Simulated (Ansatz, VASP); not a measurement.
LiF in VASP and in Ansatz

Contents of INCAR:

```
PREC     = Accurate       # precision mode
ENCUT    = 520            # plane-wave cutoff, eV
EDIFF    = 1E-7           # SCF threshold, eV
ISMEAR   = 0              # smearing method
SIGMA    = 0.01           # smearing width, eV
LREAL    = False          # projectors in reciprocal space
LASPH    = True           # aspherical terms in the spheres
NELM     = 100            # most SCF steps
ALGO     = Normal         # electronic algorithm
ISIF     = 2              # what is computed and relaxed
LWAVE    = False          # write WAVECAR
LCHARG   = True           # write CHGCAR
GGA      = PE             # functional
LELF     = True           # ELF
LVHAR    = True         
NBANDS   = 18             # bands
```

File KPOINTS:

```
regular mesh
0
Gamma
  9 9 6
```

POSCAR

```
LiF
1.0
    3.3945267936      0.0000000000      0.0000000000
   -1.6972633968      2.9397464371      0.0000000000
    0.0000000000      0.0000000000      4.1761139351
Li F
2 2
Direct
    0.3333333333      0.6666666667      0.2500000000
    0.6666666667      0.3333333333      0.7500000000
    0.6666666667      0.3333333333      0.2500000000
    0.3333333333      0.6666666667      0.7500000000
```

Input for Ansatz:

```yaml
crystal:
  lattice:
    - [3.3945267936, 0.0, 0.0]
    - [-1.6972633968, 2.9397464371, 0.0]
    - [0.0, 0.0, 4.1761139351]
  atoms:
    - { symbol: Li, position: [0.3333333333, 0.6666666667, 0.25] }
    - { symbol: Li, position: [0.6666666667, 0.3333333333, 0.75] }
    - { symbol: F, position: [0.6666666667, 0.3333333333, 0.25] }
    - { symbol: F, position: [0.3333333333, 0.6666666667, 0.75] }
kpoints:
  mp_grid: { grid: [9, 9, 6] }
hamiltonian:
  xc: pbe
scf:
  occupations: { method: fixed }
  n_extra_bands: 5
output:
  forces: true
  stress: true
  eigenvalues: true
```

Alike in both runs: task single point; functional PBE; k mesh 9 × 9 × 6; no spin polarisation.

|  | VASP | Ansatz |
| --- | --- | --- |
| version | VASP 6.6.1 | Ansatz 0.2.0 |
| potentials or method | VASP PAW PBE potentials, release 64 (Li_sv, F) | plane waves, PAW |
| plane-wave cutoff (eV) | 520 | 420 |
| occupations | gaussian, width 0.01 eV | fixed |
| valence electrons in the cell | 20 | 20 |

|  | VASP | Ansatz | Ansatz less VASP |
| --- | --- | --- | --- |
| gap on the k mesh at the Fermi level (eV) | 7.24 | 7.25 | +0.006 |

Noted on VASP's run: the cutoff is short for stress, so the pressure is rough.
